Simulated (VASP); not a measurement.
# Si5Se (F-43m) in VASP: further runs, part 2 of 2

VASP 6.6.1. The steps go on from the part before.

**3. Relaxation of cell and atoms, PBE**

This run uses another cell than the first one, of 16.41 Å³/atom.

Contents of INCAR:

```
SYSTEM = Si5Se
ALGO = Normal
EDIFF = 1E-6
EDIFFG = -0.01
ENCUT = 600
GGA = PE
IBRION = 2
ISIF = 3
ISMEAR = 0
LASPH = .TRUE.
LCHARG = .FALSE.
LREAL = .FALSE.
LWAVE = .FALSE.
NELM = 100
NSW = 100
PREC = Accurate
SIGMA = 0.1
```

Contents of KPOINTS:

```
k-points
0
G
  10 10 10
  0 0 0
```

Contents of POSCAR:

```
Si5Se
1.0
    0.0000000000      3.6648430727      3.6648430727
    3.6648430727      0.0000000000      3.6648430727
    3.6648430727      3.6648430727      0.0000000000
Si Se
5 1
Direct
    0.3750556228      0.3750556228      0.8748331316
    0.3750556228      0.8748331316      0.3750556228
    0.8748331316      0.3750556228      0.3750556228
    0.3750556228      0.3750556228      0.3750556228
    0.7500000000      0.7500000000      0.7500000000
    0.0000000000      0.0000000000      0.0000000000
```

Potentials or basis: VASP PAW PBE potentials, release 64 (Si, Se).

The run is started by

```bash
$ cat potpaw_PBE.64/Si/POTCAR potpaw_PBE.64/Se/POTCAR > POTCAR
$ mpirun -np 1 vasp_std > vasp.out
```

OUTCAR:

```text
SYSTEM = Si5Se
   EDIFF = 1E-6
   EDIFFG = -0.01
   ENCUT = 600
   GGA = PE
   IBRION = 2
   ISIF = 3
   ISMEAR = 0
   LASPH = .TRUE.
   LREAL = .FALSE.
   NELM = 100
   NSW = 100
   PREC = Accurate

 ion  position               nearest neighbor table
   1  0.375  0.375  0.875-   2 2.59   3 2.59   4 2.59   4 2.59   2 2.59   3 2.59   5 3.04   5 3.04
                             5 3.04
   2  0.375  0.875  0.375-   1 2.59   3 2.59   4 2.59   1 2.59   4 2.59   3 2.59   5 3.04   5 3.04
                             5 3.04
   3  0.875  0.375  0.375-   1 2.59   2 2.59   4 2.59   4 2.59   1 2.59   2 2.59   5 3.04   5 3.04
                             5 3.04
   4  0.375  0.375  0.375-   1 2.59   2 2.59   3 2.59   1 2.59   2 2.59   3 2.59   5 3.04   5 3.04
                             5 3.04
   5  0.750  0.750  0.750-   1 3.04   2 3.04   1 3.04   3 3.04   2 3.04   3 3.04   4 3.04   4 3.04
                             4 3.04   1 3.04   2 3.04   3 3.04
   6  0.000  0.000  0.000-

  LATTYP: Found a face centered cubic cell.
 ALAT       =     7.3296861454

  Lattice vectors:

 A1 = (   0.0000000000,   3.6648430727,   3.6648430727)
 A2 = (   3.6648430727,   0.0000000000,   3.6648430727)
 A3 = (   3.6648430727,   3.6648430727,   0.0000000000)

Analysis of symmetry for initial positions (statically):
=====================================================================
 Subroutine PRICEL returns:
 Original cell was already a primitive cell.

 Routine SETGRP: Setting up the symmetry group for a
 face centered cubic supercell.

 Subroutine GETGRP returns: Found 24 space group operations
 (whereof 24 operations were pure point group operations)
 out of a pool of 48 trial point group operations.

The static configuration has the point symmetry T_d .

Analysis of symmetry for dynamics (positions and initial velocities):
=====================================================================
 Subroutine PRICEL returns:
 Original cell was already a primitive cell.

 Routine SETGRP: Setting up the symmetry group for a
 face centered cubic supercell.

 Subroutine GETGRP returns: Found 24 space group operations
 (whereof 24 operations were pure point group operations)
 out of a pool of 48 trial point group operations.

The dynamic configuration has the point symmetry T_d .

 Subroutine INISYM returns: Found 24 space group operations
 (whereof 24 operations are pure point group operations),
 and found     1 'primitive' translations

----------------------------------------------------------------------------------------

                                     Primitive cell

  volume of cell :      98.4456

  direct lattice vectors                    reciprocal lattice vectors
     0.000000000  3.664843073  3.664843073    -0.136431490  0.136431490  0.136431490
     3.664843073  0.000000000  3.664843073     0.136431490 -0.136431490  0.136431490
     3.664843073  3.664843073  0.000000000     0.136431490  0.136431490 -0.136431490

  length of vectors
     5.182870777  5.182870777  5.182870777     0.236306272  0.236306272  0.236306272

  position of ions in fractional coordinates (direct lattice)
     0.375055623  0.375055623  0.874833132
     0.375055623  0.874833132  0.375055623
     0.874833132  0.375055623  0.375055623
     0.375055623  0.375055623  0.375055623
[... 62 lines left out ...]
  0.300000  0.300000  0.000000      6.000000
  0.400000  0.300000  0.000000     24.000000
 [... further k-points ...]
   k-points           NKPTS =     47   k-points in BZ     NKDIM =     47   number of bands    NBANDS=     17
   number of dos      NEDOS =    301   number of ions     NIONS =      6
   total plane-waves  NPLWV =  74088
   dimension x,y,z NGX =    42 NGY =   42 NGZ =   42
   dimension x,y,z NGXF=    84 NGYF=   84 NGZF=   84
   ions per type =               5   1
   NGX,Y,Z   is equivalent  to a cutoff of  13.47, 13.47, 13.47 a.u.
   NGXF,Y,Z  is equivalent  to a cutoff of  26.94, 26.94, 26.94 a.u.
 SYSTEM =  Si5Se
   PREC   = accura    normal or accurate (medium, high low for compatibility)
   ISTART =      0    job   : 0-new  1-cont  2-samecut
   ICHARG =      2    charge: 1-file 2-atom 10-const
   ISPIN  =      1    spin polarized calculation?
   LNONCOLLINEAR =      F non collinear calculations
   LSORBIT =      F    spin-orbit coupling
   LASPH  =      T    aspherical Exc in radial PAW
   ENCUT  =  600.0 eV  44.10 Ry    6.64 a.u.  10.35 10.35 10.35*2*pi/ulx,y,z
   NELM   =    100;   NELMIN=  2; NELMDL= -5     # of ELM steps
   EDIFF  = 0.1E-05   stopping-criterion for ELM
   LREAL  =      F    real-space projection
   EDIFFG = -.1E-01   stopping-criterion for IOM
   NSW    =    100    number of steps for IOM
   IBRION =      2    ionic relax: 0-MD 1-quasi-New 2-CG
   NFREE  =      1    steps in history (QN), initial steepest desc. (CG)
   ISIF   =      3    stress and relaxation
   ISYM   =      2    0-nonsym 1-usesym 2-fastsym
   POTIM  = 0.5000    time-step for ionic-motion
   TEBEG  =    0.0;   TEEND  =   0.0 temperature during run
   PSTRESS=    0.0 pullay stress
   NELECT =      26.0000    total number of electrons
   NUPDOWN=      -1.0000    fix difference up-down
   EMIN   =  10.00;   EMAX   =-10.00  energy-range for DOS
   EFERMI =   0.00;   METHOD = LEGACY
   ISMEAR =     0;   SIGMA  =   0.10  broadening in eV -4-tet -1-fermi 0-gaus
   EFERMI_NEDOS =   21; number of points for ismear=-14 and -15
   IALGO  =     38    algorithm
   IMIX   =      4    mixing-type and parameters
     AMIX     =   0.40;   BMIX     =  1.00
     AMIX_MAG =   1.60;   BMIX_MAG =  1.00
  volume/ion in A,a.u.               =      16.41       110.72
  Fermi-wavevector in a.u.,A,eV,Ry     =   1.050350  1.984873 15.010415  1.103234
  Thomas-Fermi vector in A             =   2.185349
   LORBIT       =      0    0 simple, 1 ext, 2 COOP (PROOUT), +10 PAW based schemes
   GGA     = PE    functional components
   LHFCALC =     F    Hartree Fock is set to
   AEXX    =    0.0000 exact exchange contribution
   IVDW    =     0    specifies the selected vdW correction
   LEPSILON=     F    determine dielectric tensor
   LRPA    =     F    only Hartree local field effects (RPA)
 conjugate gradient relaxation of ions
 non-spin polarized calculation
 Gauss-broadening in eV      SIGMA  =   0.10
  energy-cutoff  :      600.00
  volume of cell :       98.45
 maximum number of plane-waves:      3306
 NGX is ok and might be reduce to    42
   NGX = 21   NGY = 21   NGZ = 21

 number of electron      26.0000000 magnetization

 Free energy of the ion-electron system (eV)
  ---------------------------------------------------
  ext. energy  EPLUGINS =         0.00000000
  ---------------------------------------------------
  free energy    TOTEN  =       -26.83205720 eV

  energy without entropy =      -26.82245250  energy(sigma->0) =      -26.82725485

 E-fermi :   8.4369     XC(G=0): -10.8116

 val. band max:        8.4024710243   @ k =  -0.4000   0.4000   0.1000
 cond. band min:       8.4447929767   @ k =   0.5000   0.2000   0.0000
 fundamental gap:      0.0423219524
 Fermi energy:         8.4369397357

 k-point     1 :       0.0000    0.0000    0.0000
  band No.  band energies     occupation
      1      -6.3904      2.00000
      2      -2.3239      2.00000
      3       1.5148      2.00000
      4       2.8201      2.00000
      5       2.8201      2.00000
      6       2.8201      2.00000
[... 457 lines left out ...]
      4       0.1074      2.00000
      5       0.7946      2.00000
      6       1.4401      2.00000
[... 9 lines left out ...]
     16       9.2697      0.00000
     17       9.9983      0.00000

 [... further k-points ...]

------------------------ aborting loop because EDIFF is reached ----------------------------------------

  FORCE on cell =-STRESS in cart. coord.  units (eV):
  Direction    XX          YY          ZZ          XY          YZ          ZX
  --------------------------------------------------------------------------------------
  -------------------------------------------------------------------------------------
  Total        0.0194224      0.0194224      0.0194224      0.0000000      0.0000000      0.0000000
  in kB        0.3160949      0.3160949      0.3160949      0.0000000      0.0000000      0.0000000
  external PRESSURE =       0.3160949 kB  Pullay stress =       0.0000000 kB

 VOLUME and BASIS-vectors are now :
 -----------------------------------------------------------------------------
  energy-cutoff  :      600.00
  volume of cell :       98.45
      direct lattice vectors                 reciprocal lattice vectors
     0.000000000  3.664843073  3.664843073    -0.136431490  0.136431490  0.136431490
     3.664843073  0.000000000  3.664843073     0.136431490 -0.136431490  0.136431490
     3.664843073  3.664843073  0.000000000     0.136431490  0.136431490 -0.136431490

 POSITION                                       TOTAL-FORCE (eV/Angst)
 -----------------------------------------------------------------------------------
      4.58065      4.58065      2.74904        -0.000737     -0.000737      0.000737
      4.58065      2.74904      4.58065        -0.000737      0.000737     -0.000737
      2.74904      4.58065      4.58065         0.000737     -0.000737     -0.000737
      2.74904      2.74904      2.74904         0.000737      0.000737      0.000737
      5.49726      5.49726      5.49726        -0.000000     -0.000000     -0.000000
      0.00000      0.00000      0.00000         0.000000     -0.000000     -0.000000
 -----------------------------------------------------------------------------------
    total drift:                               -0.000000     -0.000000     -0.000000

  FREE ENERGIE OF THE ION-ELECTRON SYSTEM (eV)
  ---------------------------------------------------
  free  energy   TOTEN  =       -26.8320571996 eV

  energy  without entropy=      -26.8224525047  energy(sigma->0) =      -26.82725485

 reached required accuracy - stopping structural energy minimisation
```

OSZICAR:

```text
N       E                     dE             d eps       ncg     rms          rms(c)
DAV:   1     0.700890335399E+02    0.70089E+02   -0.11935E+04  1598   0.148E+03
DAV:   2    -0.221353804198E+02   -0.92224E+02   -0.90158E+02  2040   0.185E+02
DAV:   3    -0.271106792802E+02   -0.49753E+01   -0.48476E+01  2136   0.366E+01
DAV:   4    -0.271889551621E+02   -0.78276E-01   -0.77797E-01  2029   0.485E+00
DAV:   5    -0.271898267364E+02   -0.87157E-03   -0.86962E-03  2185   0.457E-01    0.651E+00
DAV:   6    -0.268665881222E+02    0.32324E+00   -0.10396E+00  2010   0.474E+00    0.360E+00
DAV:   7    -0.268392195495E+02    0.27369E-01   -0.19392E-01  2092   0.225E+00    0.149E+00
DAV:   8    -0.268325014076E+02    0.67181E-02   -0.20992E-02  2047   0.741E-01    0.319E-01
DAV:   9    -0.268320770435E+02    0.42436E-03   -0.31319E-03  2126   0.328E-01    0.124E-01
DAV:  10    -0.268320587118E+02    0.18332E-04   -0.31524E-04  1927   0.110E-01    0.474E-02
DAV:  11    -0.268320580419E+02    0.66986E-06   -0.68517E-05  2034   0.421E-02    0.205E-02
DAV:  12    -0.268320570040E+02    0.10380E-05   -0.11757E-05  1951   0.209E-02    0.110E-02
DAV:  13    -0.268320571996E+02   -0.19558E-06   -0.15078E-06   961   0.646E-03
   1 F= -.26832057E+02 E0= -.26827255E+02  d E =-.268321E+02
```

CONTCAR:

```text
Si5Se
   1.00000000000000
     0.0000000000000000    3.6648430727000001    3.6648430727000001
     3.6648430727000001    0.0000000000000000    3.6648430727000001
     3.6648430727000001    3.6648430727000001    0.0000000000000000
  Si              Se
     5     1
Direct
     0.3750556227999979    0.3750556227999979    0.8748331315999991
     0.3750556227999979    0.8748331315999991    0.3750556227999979
     0.8748331315999991    0.3750556227999979    0.3750556227999979
     0.3750556227999979    0.3750556227999979    0.3750556227999979
     0.7500000000000000    0.7500000000000000    0.7500000000000000
     0.0000000000000000    0.0000000000000000    0.0000000000000000

  0.00000000E+00  0.00000000E+00  0.00000000E+00
  0.00000000E+00  0.00000000E+00  0.00000000E+00
  0.00000000E+00  0.00000000E+00  0.00000000E+00
  0.00000000E+00  0.00000000E+00  0.00000000E+00
  0.00000000E+00  0.00000000E+00  0.00000000E+00
  0.00000000E+00  0.00000000E+00  0.00000000E+00
```

It took 3.2 min on 1 thread of Intel Xeon 8259CL, shared host; peak memory 0.3 GiB.

What came out:

```yaml
Free_energy: -26.8321 eV
Pressure_after_relaxing: 0.0 GPa
Band_gap_on_the_k_mesh: zero (bands 13 and 14 overlap by 2.98 eV)
```

Final structure:
```xyz
6
Lattice="0.0000 3.6648 3.6648 3.6648 0.0000 3.6648 3.6648 3.6648 0.0000" Properties=species:S:1:pos:R:3 pbc="T T T"
Si    4.5806    4.5806    2.7490
Si    4.5806    2.7490    4.5806
Si    2.7490    4.5806    4.5806
Si    2.7490    2.7490    2.7490
Si    5.4973    5.4973    5.4973
Se    0.0000    0.0000    0.0000
```

Caveat: the relaxation stopped at its first step, so nothing moved.
